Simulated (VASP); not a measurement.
Here is a VASP 6.6.1 calculation.

File INCAR:

```
SYSTEM = Mg2ZnO3
PREC = Accurate
ENCUT = 520
EDIFF = 1E-6
ISMEAR = 0
SIGMA = 0.01
LREAL = .False.
LASPH = .True.
NELM = 100
ALGO = Normal
ISIF = 2
LWAVE = .False.
LCHARG = .False.
GGA = PS
NBANDS = 26
```

File KPOINTS:

```
Automatic mesh
0
Gamma
  5 5 2
  0 0 0
```

POSCAR

```
Mg2ZnO3
1.0
    3.0329990000      0.0000000000      0.0000000000
   -1.5164990000      2.6266540000      0.0000000000
    0.0000000000      0.0000000000      7.4033160000
Mg Zn O
2 1 3
Direct
    0.3333333333      0.6666666667      0.6658000000
    0.6666666667      0.3333333333      0.3342000000
    0.0000000000      0.0000000000      0.0000000000
    0.3333333333      0.6666666667      0.1726190000
    0.6666666667      0.3333333333      0.8273810000
    0.0000000000      0.0000000000      0.5000000000
```

Potentials or basis: VASP PAW PBE potentials, release 64 (Mg, Zn, O).

Launch:

```bash
$ cat potpaw_PBE.64/Mg/POTCAR potpaw_PBE.64/Zn/POTCAR potpaw_PBE.64/O/POTCAR > POTCAR
$ mpirun -np 1 vasp_std > vasp.out
```

**Question.** Estimate the pressure.

**Answer.** -5.9 GPa.

**Question.** What does it give for the largest force?

**Answer.** 0.101 eV/Å.

**Question.** What does it give for the band gap on the k mesh?

**Answer.** 2.78 eV, indirect (least direct gap 2.87 eV).

Stress tensor (GPa, compression positive):
```
-5.80  0.00  0.00
 0.00 -5.80  0.00
 0.00  0.00 -5.96
```

Caveat: the k points lie up to 0.48 Å⁻¹ apart; the PAW data sets were made with another functional, which shifts forces and pressure a little. A k mesh can miss the band edges.
